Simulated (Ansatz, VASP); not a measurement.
# Two plane-wave programs on Co

INCAR

```
SYSTEM = Co
PREC = Accurate ; ENCUT = 520
EDIFF = 1E-6 ; ISMEAR = 0
SIGMA = 0.15 ; LREAL = .False.
LASPH = .True. ; NELM = 150
ALGO = Normal ; ISIF = 2
LWAVE = .False. ; LCHARG = .False.
ISPIN = 2 ; MAGMOM = 1.91 1.91
LORBIT = 11 ; LMAXMIX = 4
GGA = PS ; NBANDS = 20
```

The input KPOINTS:

```
Automatic mesh
0
Gamma
  24 24 12
  0 0 0
```

Contents of POSCAR:

```
Co
1.0
    2.4127439276      0.0000000000      0.0000000000
   -1.2063719638      2.0894975341      0.0000000000
    0.0000000000      0.0000000000      4.0023401608
Co
2
Direct
    0.6666666667      0.3333333333      0.2598610000
    0.3333333333      0.6666666667      0.7401390000
```

Input for Ansatz:

```yaml
crystal:
  lattice:
    - [2.4127439276, 0.0, 0.0]
    - [-1.2063719638, 2.0894975341, 0.0]
    - [0.0, 0.0, 4.0023401608]
  atoms:
    - { symbol: Co, position: [0.6666666667, 0.3333333333, 0.259861], spin: 1.91 }
    - { symbol: Co, position: [0.3333333333, 0.6666666667, 0.740139], spin: 1.91 }
basis:
  ecutwfc: 420
kpoints:
  mp_grid: { grid: [24, 24, 12] }
hamiltonian:
  xc: pbesol
scf:
  occupations: { method: gaussian, width: 0.15 }
output:
  forces: true
  stress: true
  eigenvalues: true
  populations: true
magnetization:
  spin_polarized: true
```

Change from the starting cell: strain -0.030 along x and y, -0.015 along z, atoms carried along.

Alike in both runs: task single point; functional PBEsol; k mesh 24 × 24 × 12; occupations gaussian, width 0.15 eV; collinear spin.

```csv
,VASP,Ansatz
version,VASP 6.6.1,Ansatz 0.2.0
potentials or method,"VASP PAW PBE potentials, release 64 (Co), cutoff 520 eV","scalar-relativistic, plane waves, PAW"
valence electrons in the cell,18,34
```

Ansatz gave:

```
gap on the k mesh at the Fermi level (eV)                     : none
pressure (GPa)                                                : 8.6
traceless stress, the component that is largest in VASP (GPa) : -5.66
rms of the force components (eV/Å)                            : 0.389
net moment per atom (μB)                                      : 1.56
size of the moment on the site where the two differ most (μB) : 1.62
```

Problem. Estimate VASP's values.

Solution. gap on the k mesh at the Fermi level (eV): none; pressure (GPa): 7.5; traceless stress, the component that is largest in VASP (GPa): -5.57; rms of the force components (eV/Å): 0.381; net moment per atom (μB): 1.56; size of the moment on the site where the two differ most (μB): 1.56.

VASP's potentials were made for PBE, not for PBEsol. Site moments also hang on the region over which each program counts them. Atom by atom the forces differ by 0.008 eV/Å (rms over components). A gap of «none» marks a metal or a gap that the smearing closes. VASP's potentials hold 18 valence electrons a cell and Ansatz's 34, so a difference there can come from the potentials and not from the codes.
